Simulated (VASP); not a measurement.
# GaP (I-4m2) in VASP: notebook, part 2 of 2

VASP 6.6.1.

**3. Electric field gradients, PBEsol (equal xx and yy strain of +2 %)**

Input file INCAR:

```
SYSTEM = GaP
ALGO = Normal
EDIFF = 1E-8
ENCUT = 520
GGA = PS
ISIF = 2
ISMEAR = -1
LASPH = .True.
LCHARG = .False.
LEFG = .True.
LREAL = .False.
LWAVE = .False.
NBANDS = 16
NELM = 60
PREC = Accurate
SIGMA = 0.08
```

Input file KPOINTS:

```
k-points
0
Gamma
  12 12 12
  0 0 0
```

Input file POSCAR:

```
GaP
1.0
    0.0000000000      2.7797550000      2.7252500000
    2.7797550000      0.0000000000      2.7252500000
    2.7797550000      2.7797550000      0.0000000000
Ga P
1 1
Direct
    0.0000000000      0.0000000000      0.0000000000
    0.7500000000      0.7500000000      0.7500000000
```

Potentials or basis: VASP PAW PBE potentials, release 64 (Ga_d, P).

On the command line:

```console
$ cat potpaw_PBE.64/Ga_d/POTCAR potpaw_PBE.64/P/POTCAR > POTCAR
$ mpirun -np 1 vasp_std > vasp.out
```

OUTCAR:

```text
SYSTEM = GaP
   EDIFF = 1E-8
   ENCUT = 520
   GGA = PS
   ISIF = 2
   ISMEAR = -1
   LASPH = .True.
   LREAL = .False.
   NELM = 60
   PREC = Accurate

 ion  position               nearest neighbor table
   1  0.000  0.000  0.000-   2 2.39   2 2.39   2 2.39   2 2.39
   2  0.750  0.750  0.750-   1 2.39   1 2.39   1 2.39   1 2.39

  LATTYP: Found a body centered tetragonal cell.
 ALAT       =     3.9311672211
 C/A-ratio  =     1.3864838847

  Lattice vectors:

 A1 = (   0.0000000000,  -2.7797550000,  -2.7252500000)
 A2 = (   0.0000000000,   2.7797550000,  -2.7252500000)
 A3 = (   2.7797550000,   0.0000000000,   2.7252500000)

Analysis of symmetry for initial positions (statically):
=====================================================================
 Subroutine PRICEL returns:
 Original cell was already a primitive cell.

 Routine SETGRP: Setting up the symmetry group for a
 body centered tetragonal supercell.

 Subroutine GETGRP returns: Found  8 space group operations
 (whereof  8 operations were pure point group operations)
 out of a pool of 16 trial point group operations.

The static configuration has the point symmetry D_2d.

Analysis of symmetry for dynamics (positions and initial velocities):
=====================================================================
 Subroutine PRICEL returns:
 Original cell was already a primitive cell.

 Routine SETGRP: Setting up the symmetry group for a
 body centered tetragonal supercell.

 Subroutine GETGRP returns: Found  8 space group operations
 (whereof  8 operations were pure point group operations)
 out of a pool of 16 trial point group operations.

The dynamic configuration has the point symmetry D_2d.

 Subroutine INISYM returns: Found  8 space group operations
 (whereof  8 operations are pure point group operations),
 and found     1 'primitive' translations

----------------------------------------------------------------------------------------

                                     Primitive cell

  volume of cell :      42.1162

  direct lattice vectors                    reciprocal lattice vectors
     0.000000000  2.779755000  2.725250000    -0.179871967  0.179871967  0.183469406
     2.779755000  0.000000000  2.725250000     0.179871967 -0.179871967  0.183469406
     2.779755000  2.779755000  0.000000000     0.179871967  0.179871967 -0.183469406

  length of vectors
     3.892817158  3.892817158  3.931167221     0.313638123  0.313638123  0.313638123

  position of ions in fractional coordinates (direct lattice)
     0.000000000  0.000000000  0.000000000
     0.750000000  0.750000000  0.750000000

  ion indices of the primitive-cell ions
   primitive index   ion index
                 1           1
                 2           2

----------------------------------------------------------------------------------------

 KPOINTS: k-points

Automatic generation of k-mesh.
 Grid dimensions read from file:
 generate k-points for:   12   12   12
[... 71 lines left out ...]
   ISYM   =      2    0-nonsym 1-usesym 2-fastsym
   POTIM  = 0.5000    time-step for ionic-motion
   TEBEG  =    0.0;   TEEND  =   0.0 temperature during run
   PSTRESS=    0.0 pullay stress
   NELECT =      18.0000    total number of electrons
   NUPDOWN=      -1.0000    fix difference up-down
   EMIN   =  10.00;   EMAX   =-10.00  energy-range for DOS
   EFERMI =   0.00;   METHOD = LEGACY
   ISMEAR =    -1;   SIGMA  =   0.08  broadening in eV -4-tet -1-fermi 0-gaus
   EFERMI_NEDOS =   21; number of points for ismear=-14 and -15
   IALGO  =     38    algorithm
   IMIX   =      4    mixing-type and parameters
     AMIX     =   0.40;   BMIX     =  1.00
     AMIX_MAG =   1.60;   BMIX_MAG =  1.00
  volume/ion in A,a.u.               =      21.06       142.11
  Fermi-wavevector in a.u.,A,eV,Ry     =   1.233150  2.330315 20.689817  1.520659
  Thomas-Fermi vector in A             =   2.367892
   LORBIT       =      0    0 simple, 1 ext, 2 COOP (PROOUT), +10 PAW based schemes
   GGA     = PS    functional components
   LHFCALC =     F    Hartree Fock is set to
   AEXX    =    0.0000 exact exchange contribution
   IVDW    =     0    specifies the selected vdW correction
   LEPSILON=     F    determine dielectric tensor
   LRPA    =     F    only Hartree local field effects (RPA)
 non-spin polarized calculation
  energy-cutoff  :      520.00
  volume of cell :       42.12
 maximum number of plane-waves:      1162
 NGX is ok and might be reduce to    30
   NGX = 15   NGY = 15   NGZ = 15

 number of electron      18.0000005 magnetization

 Free energy of the ion-electron system (eV)
  ---------------------------------------------------
  ext. energy  EPLUGINS =         0.00000000
  ---------------------------------------------------
  free energy    TOTEN  =        -9.89897943 eV

  energy without entropy =       -9.89897604  energy(sigma->0) =       -9.89897773

 E-fermi :   4.8895     XC(G=0):  -9.8440

 val. band max:        4.2409238896   @ k =   0.0000   0.0000   0.0000
 cond. band min:       5.5920667907   @ k =   0.4167   0.4167   0.0000
 fundamental gap:      1.3511429010
 Fermi energy:         4.8894734185

 k-point     1 :       0.0000    0.0000    0.0000
  band No.  band energies     occupation
      1     -10.3065      2.00000
      2     -10.3065      2.00000
      3     -10.3008      2.00000
      4     -10.2172      2.00000
      5     -10.2140      2.00000
      6      -8.0593      2.00000
[... 433 lines left out ...]
      3     -10.2751      2.00000
      4     -10.2183      2.00000
      5     -10.2074      2.00000
      6      -5.8870      2.00000
[... 8 lines left out ...]
     15      14.4010      0.00000
     16      15.9323      0.00000

 [... further k-points ...]

------------------------ aborting loop because EDIFF is reached ----------------------------------------

  FORCE on cell =-STRESS in cart. coord.  units (eV):
  Direction    XX          YY          ZZ          XY          YZ          ZX
  --------------------------------------------------------------------------------------
  -------------------------------------------------------------------------------------
  Total       -1.0646045     -1.0646045     -0.6929179      0.0000000      0.0000000      0.0000000
  in kB      -40.4994834    -40.4994834    -26.3598516      0.0000000      0.0000000      0.0000000
  external PRESSURE =     -35.7862728 kB  Pullay stress =       0.0000000 kB

 VOLUME and BASIS-vectors are now :
 -----------------------------------------------------------------------------
  energy-cutoff  :      520.00
  volume of cell :       42.12
      direct lattice vectors                 reciprocal lattice vectors
     0.000000000  2.779755000  2.725250000    -0.179871967  0.179871967  0.183469406
     2.779755000  0.000000000  2.725250000     0.179871967 -0.179871967  0.183469406
     2.779755000  2.779755000  0.000000000     0.179871967  0.179871967 -0.183469406

 POSITION                                       TOTAL-FORCE (eV/Angst)
 -----------------------------------------------------------------------------------
      0.00000      0.00000      0.00000        -0.000000     -0.000000     -0.000000
      4.16963      4.16963      4.08788         0.000000      0.000000      0.000000
 -----------------------------------------------------------------------------------
    total drift:                               -0.000000     -0.000000     -0.000001

  FREE ENERGIE OF THE ION-ELECTRON SYSTEM (eV)
  ---------------------------------------------------
  free  energy   TOTEN  =        -9.8989794302 eV

  energy  without entropy=       -9.8989760383  energy(sigma->0) =       -9.89897773

 Electric field gradients (V/A^2)
---------------------------------------------------------------------
 ion       V_xx      V_yy      V_zz      V_xy      V_xz      V_yz
---------------------------------------------------------------------
   1      -1.708    -1.708     3.416    -0.002    -0.003    -0.003
   2       1.103     1.103    -2.205    -0.000    -0.000    -0.000
---------------------------------------------------------------------

 Electric field gradients after diagonalization (V/A^2)
 (convention: |V_zz| > |V_xx| > |V_yy|)
----------------------------------------------------------------------
 ion       V_xx      V_yy      V_zz     asymmetry (V_yy - V_xx)/ V_zz
----------------------------------------------------------------------
   1      -1.710    -1.706     3.416       0.001
   2       1.103     1.103    -2.205       0.000
----------------------------------------------------------------------

           NMR quadrupolar parameters

 Cq : quadrupolar parameter    Cq=e*Q*V_zz/h
 eta: asymmetry parameters     (V_yy - V_xx)/ V_zz
 Q  : nuclear electric quadrupole moment in mb (millibarn)
----------------------------------------------------------------------
 ion       Cq(MHz)       eta       Q (mb)
----------------------------------------------------------------------
   1       0.008       0.001       1.000
   2      -0.005       0.000       1.000
----------------------------------------------------------------------
```

stdout:

```text
POSCAR found type information on POSCAR GaP
 POSCAR found :  2 types and       2 ions
 scaLAPACK will be used
 -----------------------------------------------------------------------------
|                                                                             |
|                                                                             |
|     You enforced a specific xc type in the INCAR file but a different       |
|     I HOPE YOU KNOW WHAT YOU ARE DOING!                                     |
|                                                                             |
 -----------------------------------------------------------------------------

 LDA part: xc-table for (Slater+PW92), standard interpolation
 POSCAR, INCAR and KPOINTS ok, starting setup
 FFT: planning ... GRIDC
 FFT: planning ... GRID_SOFT
 FFT: planning ... GRID
 WAVECAR not read
 entering main loop
ion   1

ion   2
```

It took 3 min on 1 thread of Intel Xeon 8259CL, shared host; peak memory 0.25 GiB.

Results:

```yaml
Free_energy: -9.8990 eV
Pressure: -3.6 GPa
Band_gap_on_the_k_mesh: 1.35 eV (least direct gap 1.36 eV)
Largest_electric_field_gradient_by_atom: Ga +3.4; P -2.2 V/Å²
```

Electric field gradients, principal values (V/Å²):
```tsv
atom	least	middle	greatest (by size)
1 Ga	-1.706	-1.710	3.416
2 P	1.103	1.103	-2.205
```

Caveat: the cell differs from its parent crystal (equal xx and yy strain of +2 %); the cell stands under tension; without QUAD_EFG the Cq values of the log hold for a quadrupole moment of 1 mb, not for the nuclei; the PAW data sets were made with another functional, which shifts forces and pressure a little. A k mesh can miss the band edges.
